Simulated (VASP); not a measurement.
# YSb (zincblende type) (F-43m) in VASP: further runs

The runs below take YSb (zincblende type) through single point, with LDA.

Program: VASP 6.6.1. These are calculated values, not measurements. Logs are shortened: lines on timing, memory, paths and dates and some standing lists are left out, and cuts for length are marked.

## (1) The cell of the first run

Symmetry: F-43m, No. 216, cubic system. The conventional cell has a = 6.676 Å, b = 6.676 Å, c = 6.676 Å, α = 90.00°, β = 90.00°, γ = 90.00°. Y (site symmetry -43m) has 4 Sb at 2.89 Å within 3.8 Å. Sb (site symmetry -43m) has 4 Y at 2.89 Å within 3.8 Å.

## (2) Single point, LDA (volume scaled by 0.95)

File INCAR:

```
SYSTEM = YSb
  ALGO = Normal
  EDIFF = 1E-6
  ENCUT = 520
  GGA = CA
  ISIF = 2
  ISMEAR = -1
  LASPH = .TRUE.
  LCHARG = .FALSE.
  LREAL = .FALSE.
  LWAVE = .FALSE.
  NBANDS = 15
  NELM = 100
  PREC = Accurate
  SIGMA = 0.1
```

File KPOINTS:

```
k-points
0
G
  12 12 12
  0 0 0
```

File POSCAR:

```
YSb
1.0
    0.0000000000      3.3382484322      3.3382484322
    3.3382484322      0.0000000000      3.3382484322
    3.3382484322      3.3382484322      0.0000000000
Y Sb
1 1
Direct
    0.0000000000      0.0000000000      0.0000000000
    0.2500000000      0.2500000000      0.2500000000
```

Potentials or basis: VASP PAW LDA potentials, release 64 (Y_sv, Sb).

Run with:

```
$ cat potpaw_LDA.64/Y_sv/POTCAR potpaw_LDA.64/Sb/POTCAR > POTCAR
$ mpirun -np 1 vasp_std > vasp.out
```

OUTCAR:

```text
SYSTEM = YSb
   EDIFF = 1E-6
   ENCUT = 520
   GGA = CA
   ISIF = 2
   ISMEAR = -1
   LASPH = .TRUE.
   LREAL = .FALSE.
   NELM = 100
   PREC = Accurate

 ion  position               nearest neighbor table
   1  0.000  0.000  0.000-   2 2.89   2 2.89   2 2.89   2 2.89
   2  0.250  0.250  0.250-   1 2.89   1 2.89   1 2.89   1 2.89

  LATTYP: Found a face centered cubic cell.
 ALAT       =     6.6764968644

  Lattice vectors:

 A1 = (   0.0000000000,   3.3382484322,   3.3382484322)
 A2 = (   3.3382484322,   0.0000000000,   3.3382484322)
 A3 = (   3.3382484322,   3.3382484322,   0.0000000000)

Analysis of symmetry for initial positions (statically):
=====================================================================
 Subroutine PRICEL returns:
 Original cell was already a primitive cell.

 Routine SETGRP: Setting up the symmetry group for a
 face centered cubic supercell.

 Subroutine GETGRP returns: Found 24 space group operations
 (whereof 24 operations were pure point group operations)
 out of a pool of 48 trial point group operations.

The static configuration has the point symmetry T_d .

Analysis of symmetry for dynamics (positions and initial velocities):
=====================================================================
 Subroutine PRICEL returns:
 Original cell was already a primitive cell.

 Routine SETGRP: Setting up the symmetry group for a
 face centered cubic supercell.

 Subroutine GETGRP returns: Found 24 space group operations
 (whereof 24 operations were pure point group operations)
 out of a pool of 48 trial point group operations.

The dynamic configuration has the point symmetry T_d .

 Subroutine INISYM returns: Found 24 space group operations
 (whereof 24 operations are pure point group operations),
 and found     1 'primitive' translations

----------------------------------------------------------------------------------------

                                     Primitive cell

  volume of cell :      74.4022

  direct lattice vectors                    reciprocal lattice vectors
     0.000000000  3.338248432  3.338248432    -0.149779146  0.149779146  0.149779146
     3.338248432  0.000000000  3.338248432     0.149779146 -0.149779146  0.149779146
     3.338248432  3.338248432  0.000000000     0.149779146  0.149779146 -0.149779146

  length of vectors
     4.720996207  4.720996207  4.720996207     0.259425091  0.259425091  0.259425091

  position of ions in fractional coordinates (direct lattice)
     0.000000000  0.000000000  0.000000000
     0.250000000  0.250000000  0.250000000

  ion indices of the primitive-cell ions
   primitive index   ion index
                 1           1
                 2           2

----------------------------------------------------------------------------------------

 KPOINTS: k-points

Automatic generation of k-mesh.
 Grid dimensions read from file:
 generate k-points for:   12   12   12

 Generating k-lattice:

  Cartesian coordinates                     Fractional coordinates (reciprocal lattice)
    -0.012481596  0.012481596  0.012481596     0.083333333  0.000000000  0.000000000
     0.012481596 -0.012481596  0.012481596     0.000000000  0.083333333  0.000000000
     0.012481596  0.012481596 -0.012481596     0.000000000  0.000000000  0.083333333

  Length of vectors
     0.021618758  0.021618758  0.021618758

  Shift w.r.t. Gamma in fractional coordinates (k-lattice)
     0.000000000  0.000000000  0.000000000

 Subroutine IBZKPT returns following result:
 ===========================================

 Found     72 irreducible k-points:

 Following reciprocal coordinates:
            Coordinates               Weight
  0.000000  0.000000  0.000000      1.000000
  0.083333  0.000000  0.000000      8.000000
  0.166667  0.000000  0.000000      8.000000
  0.250000  0.000000  0.000000      8.000000
  0.333333  0.000000  0.000000      8.000000
  0.416667  0.000000  0.000000      8.000000
[... 16 lines left out ...]
  0.500000  0.166667  0.000000     24.000000
 -0.416667  0.166667  0.000000     24.000000
 [... further k-points ...]
   k-points           NKPTS =     72   k-points in BZ     NKDIM =     72   number of bands    NBANDS=     15
   number of dos      NEDOS =    301   number of ions     NIONS =      2
   total plane-waves  NPLWV =  46656
   dimension x,y,z NGX =    36 NGY =   36 NGZ =   36
   dimension x,y,z NGXF=    72 NGYF=   72 NGZF=   72
   ions per type =               1   1
   NGX,Y,Z   is equivalent  to a cutoff of  12.68, 12.68, 12.68 a.u.
   NGXF,Y,Z  is equivalent  to a cutoff of  25.35, 25.35, 25.35 a.u.
 SYSTEM =  YSb
   PREC   = accura    normal or accurate (medium, high low for compatibility)
   ISTART =      0    job   : 0-new  1-cont  2-samecut
   ICHARG =      2    charge: 1-file 2-atom 10-const
   ISPIN  =      1    spin polarized calculation?
   LNONCOLLINEAR =      F non collinear calculations
   LSORBIT =      F    spin-orbit coupling
   LASPH  =      T    aspherical Exc in radial PAW
   ENCUT  =  520.0 eV  38.22 Ry    6.18 a.u.   8.78  8.78  8.78*2*pi/ulx,y,z
   NELM   =    100;   NELMIN=  2; NELMDL= -5     # of ELM steps
   EDIFF  = 0.1E-05   stopping-criterion for ELM
   LREAL  =      F    real-space projection
   EDIFFG = 0.1E-04   stopping-criterion for IOM
   NSW    =      0    number of steps for IOM
   IBRION =     -1    ionic relax: 0-MD 1-quasi-New 2-CG
   NFREE  =      0    steps in history (QN), initial steepest desc. (CG)
   ISIF   =      2    stress and relaxation
   ISYM   =      2    0-nonsym 1-usesym 2-fastsym
   POTIM  = 0.5000    time-step for ionic-motion
   TEBEG  =    0.0;   TEEND  =   0.0 temperature during run
   PSTRESS=    0.0 pullay stress
   NELECT =      16.0000    total number of electrons
   NUPDOWN=      -1.0000    fix difference up-down
   EMIN   =  10.00;   EMAX   =-10.00  energy-range for DOS
   EFERMI =   0.00;   METHOD = LEGACY
   ISMEAR =    -1;   SIGMA  =   0.10  broadening in eV -4-tet -1-fermi 0-gaus
   EFERMI_NEDOS =   21; number of points for ismear=-14 and -15
   IALGO  =     38    algorithm
   IMIX   =      4    mixing-type and parameters
     AMIX     =   0.40;   BMIX     =  1.00
     AMIX_MAG =   1.60;   BMIX_MAG =  1.00
  volume/ion in A,a.u.               =      37.20       251.05
  Fermi-wavevector in a.u.,A,eV,Ry     =   0.980813  1.853468 13.088722  0.961994
  Thomas-Fermi vector in A             =   2.111772
   LORBIT       =      0    0 simple, 1 ext, 2 COOP (PROOUT), +10 PAW based schemes
   GGA     = CA    functional components
   LHFCALC =     F    Hartree Fock is set to
   AEXX    =    0.0000 exact exchange contribution
   IVDW    =     0    specifies the selected vdW correction
   LEPSILON=     F    determine dielectric tensor
   LRPA    =     F    only Hartree local field effects (RPA)
 non-spin polarized calculation
  energy-cutoff  :      520.00
  volume of cell :       74.40
 maximum number of plane-waves:      2044
   NGX = 17   NGY = 17   NGZ = 17

 number of electron      16.0000000 magnetization

 Free energy of the ion-electron system (eV)
  ---------------------------------------------------
  ext. energy  EPLUGINS =         0.00000000
  ---------------------------------------------------
  free energy    TOTEN  =       -12.84572992 eV

  energy without entropy =      -12.84512365  energy(sigma->0) =      -12.84542679

 E-fermi :   2.9047     XC(G=0):  -8.6985

 val. band max:        2.2451170833   @ k =   0.5000   0.5000   0.0000
 cond. band min:       3.4687044572   @ k =   0.5000   0.5000   0.0000
 fundamental gap:      1.2235873739
 Fermi energy:         2.9046657307

 k-point     1 :       0.0000    0.0000    0.0000
  band No.  band energies     occupation
      1     -39.6050      2.00000
      2     -19.7312      2.00000
      3     -19.7312      2.00000
      4     -19.7312      2.00000
      5      -6.0512      2.00000
      6       1.5298      2.00000
      7       1.5298      2.00000
      8       1.5298      2.00000
      9       4.9991      0.00000
     10       4.9991      0.00000
     11       5.2478      0.00000
     12       8.7939      0.00000
     13       8.7939      0.00000
     14       8.7939      0.00000
     15      10.0063      0.00000

 k-point     2 :       0.0833    0.0000    0.0000
  band No.  band energies     occupation
      1     -39.6049      2.00000
      2     -19.7353      2.00000
      3     -19.7318      2.00000
      4     -19.7318      2.00000
      5      -6.0087      2.00000
      6       1.3921      2.00000
      7       1.5534      2.00000
      8       1.5534      2.00000
      9       4.9603      0.00000
     10       4.9603      0.00000
     11       5.4938      0.00000
     12       8.4800      0.00000
     13       8.8352      0.00000
     14       8.8352      0.00000
     15       9.7121      0.00000

 k-point     3 :       0.1667    0.0000    0.0000
  band No.  band energies     occupation
      1     -39.6044      2.00000
      2     -19.7466      2.00000
      3     -19.7334      2.00000
      4     -19.7334      2.00000
      5      -5.8900      2.00000
      6       1.0824      2.00000
      7       1.6151      1.99999
      8       1.6151      1.99999
      9       4.8886      0.00000
     10       4.8886      0.00000
     11       6.0731      0.00000
     12       7.7272      0.00000
     13       8.7246      0.00000
     14       8.7246      0.00000
     15       9.2471      0.00000

 k-point     4 :       0.2500    0.0000    0.0000
  band No.  band energies     occupation
      1     -39.6037      2.00000
      2     -19.7618      2.00000
      3     -19.7356      2.00000
      4     -19.7356      2.00000
      5      -5.7214      2.00000
      6       0.7582      2.00000
      7       1.6910      1.99999
      8       1.6910      1.99999
      9       4.8728      0.00000
     10       4.8728      0.00000
     11       6.4263      0.00000
     12       7.0747      0.00000
     13       8.2614      0.00000
     14       8.2614      0.00000
     15       9.1292      0.00000
[... 307 lines left out ...]
 k-point    22 :       0.4167    0.1667    0.0000
  band No.  band energies     occupation
      1     -39.6025      2.00000
      2     -19.7810      2.00000
      3     -19.7448      2.00000
      4     -19.7427      2.00000
      5      -5.3988      2.00000
      6       0.4640      2.00000
      7       1.6372      1.99999
      8       1.8691      1.99994
      9       4.4319      0.00000
     10       5.3668      0.00000
     11       5.3990      0.00000
     12       6.8410      0.00000
     13       7.4545      0.00000
     14       8.0155      0.00000
     15      10.1716      0.00000

 k-point    23 :       0.5000    0.1667    0.0000
  band No.  band energies     occupation
      1     -39.6022      2.00000
      2     -19.7878      2.00000
      3     -19.7477      2.00000
      4     -19.7430      2.00000
      5      -5.3024      2.00000
      6       0.4514      2.00000
      7       1.5359      2.00000
      8       1.8998      1.99991
      9       4.5252      0.00000
     10       5.1797      0.00000
     11       5.3242      0.00000
     12       6.7342      0.00000
     13       7.1067      0.00000
     14       7.9113      0.00000
     15      10.8775      0.00000

 k-point    24 :      -0.4167    0.1667    0.0000
  band No.  band energies     occupation
      1     -39.6022      2.00000
      2     -19.7884      2.00000
      3     -19.7493      2.00000
      4     -19.7420      2.00000
      5      -5.2898      2.00000
      6       0.4863      2.00000
      7       1.4627      2.00000
      8       1.9024      1.99991
      9       4.6003      0.00000
     10       5.0655      0.00000
     11       5.3578      0.00000
     12       6.7955      0.00000
     13       7.0440      0.00000
     14       7.8797      0.00000
     15      10.7039      0.00000

 [... further k-points ...]
[... 5 lines left out ...]
  --------------------------------------------------------------------------------------
  -------------------------------------------------------------------------------------
  Total        1.1828625      1.1828625      1.1828625     -0.0000000     -0.0000000      0.0000000
  in kB       25.4717559     25.4717559     25.4717559     -0.0000000     -0.0000000      0.0000000
  external PRESSURE =      25.4717559 kB  Pullay stress =       0.0000000 kB

 VOLUME and BASIS-vectors are now :
 -----------------------------------------------------------------------------
  energy-cutoff  :      520.00
  volume of cell :       74.40
      direct lattice vectors                 reciprocal lattice vectors
     0.000000000  3.338248432  3.338248432    -0.149779146  0.149779146  0.149779146
     3.338248432  0.000000000  3.338248432     0.149779146 -0.149779146  0.149779146
     3.338248432  3.338248432  0.000000000     0.149779146  0.149779146 -0.149779146

 POSITION                                       TOTAL-FORCE (eV/Angst)
 -----------------------------------------------------------------------------------
      0.00000      0.00000      0.00000        -0.000000     -0.000000     -0.000000
      1.66912      1.66912      1.66912         0.000000      0.000000      0.000000
 -----------------------------------------------------------------------------------
    total drift:                                0.000000      0.000000      0.000000

  FREE ENERGIE OF THE ION-ELECTRON SYSTEM (eV)
  ---------------------------------------------------
  free  energy   TOTEN  =       -12.8457299227 eV

  energy  without entropy=      -12.8451236474  energy(sigma->0) =      -12.84542679
```

Wall time 2.6 min (1 thread of AMD EPYC 7R13, shared host); peak memory 0.22 GiB.

Results:

- Free energy: -12.8457 eV
- Pressure: 2.5 GPa
- Band gap on the k mesh: 1.22 eV, direct

Caveat: the cell differs from its parent crystal (volume scaled by 0.95); spin-orbit coupling is left out, which moves the levels of the heavy elements. A k mesh can miss the band edges.

## (3) Single point, LDA

This run uses another cell than the first one, of 39.16 Å³/atom, 1.053 times its volume.

File INCAR:

```
SYSTEM = YSb
PREC = Accurate
ENCUT = 520
EDIFF = 1E-6
ISMEAR = -1
SIGMA = 0.1
LREAL = .FALSE.
LASPH = .TRUE.
NELM = 100
ALGO = Normal
ISIF = 2
LWAVE = .FALSE.
LCHARG = .TRUE.
GGA = CA
LELF = .TRUE.
LVHAR = .TRUE.
NBANDS = 15
```

File KPOINTS:

```
Automatic mesh
0
G
  12 12 12
  0 0 0
```

File POSCAR:

```
YSb
1.0
    0.0000000000      3.3958157526      3.3958157526
    3.3958157526      0.0000000000      3.3958157526
    3.3958157526      3.3958157526      0.0000000000
Y Sb
1 1
Direct
    0.0000000000      0.0000000000      0.0000000000
    0.2500000000      0.2500000000      0.2500000000
```

Potentials or basis: VASP PAW LDA potentials, release 64 (Y_sv, Sb).

Run with:

```
$ cat potpaw_LDA.64/Y_sv/POTCAR potpaw_LDA.64/Sb/POTCAR > POTCAR
$ mpirun -np 1 vasp_std > vasp.out
```

Wall time 2.7 min (1 thread of AMD EPYC 7R13, shared host); peak memory 0.22 GiB.

It converged, with:

```
Free energy            : -12.8776 eV
Pressure               : 0.1 GPa
Band gap on the k mesh : 1.29 eV, direct
```

Levels at points of the mesh, in eV from the valence-band top:
```csv
k point,band 5,band 6,band 7,band 8,band 9,band 10,band 11,band 12
"(0.00, 0.00, 0.00)",-8.14,-0.63,-0.63,-0.63,2.71,2.71,2.85,6.36
"(0.50, 0.00, 0.00)",-7.52,-1.84,-0.38,-0.38,2.78,2.99,2.99,4.46
"(0.50, 0.50, 0.00)",-7.31,-2.04,0.00,0.00,1.29,2.64,3.34,3.55
```

Caveat: spin-orbit coupling is left out, which moves the levels of the heavy elements.

## (4) Single point, LDA

This run uses another cell than the first one, of 39.16 Å³/atom, 1.053 times its volume.

File INCAR:

```
SYSTEM = YSb
PREC = Accurate
ENCUT = 520
EDIFF = 1E-6
ISMEAR = -1
SIGMA = 0.1
LREAL = .FALSE.
LASPH = .TRUE.
NELM = 80
ALGO = Normal
ISIF = 2
LWAVE = .FALSE.
LCHARG = .FALSE.
NBANDS = 15
```

KPOINTS is that of step 3.

POSCAR is that of step 3.

Run with:

```
$ cat potpaw_LDA.64/Y_sv/POTCAR potpaw_LDA.64/Sb/POTCAR > POTCAR
$ mpirun -np 1 vasp_std > vasp.out
```

It took 3.1 min on 1 thread of AMD EPYC 7R13, shared host; peak memory 0.22 GiB.

The run converged. Its results:

| Item | Value |
| --- | --- |
| Free energy | -12.8776 eV |
| Pressure | 0.1 GPa |
| Band gap on the k mesh | 1.29 eV, direct |

Levels at points of the mesh, in eV from the valence-band top:
| k point | band 6 | band 7 | band 8 | band 9 | band 10 | band 11 |
| --- | --- | --- | --- | --- | --- | --- |
| (0.00, 0.00, 0.00) | -0.63 | -0.63 | -0.63 | 2.71 | 2.71 | 2.85 |
| (0.50, 0.00, 0.00) | -1.84 | -0.38 | -0.38 | 2.78 | 2.99 | 2.99 |
| (0.50, 0.50, 0.00) | -2.04 | 0.00 | 0.00 | 1.29 | 2.64 | 3.34 |

Caveat: spin-orbit coupling is left out, which moves the levels of the heavy elements. A k mesh can miss the band edges.
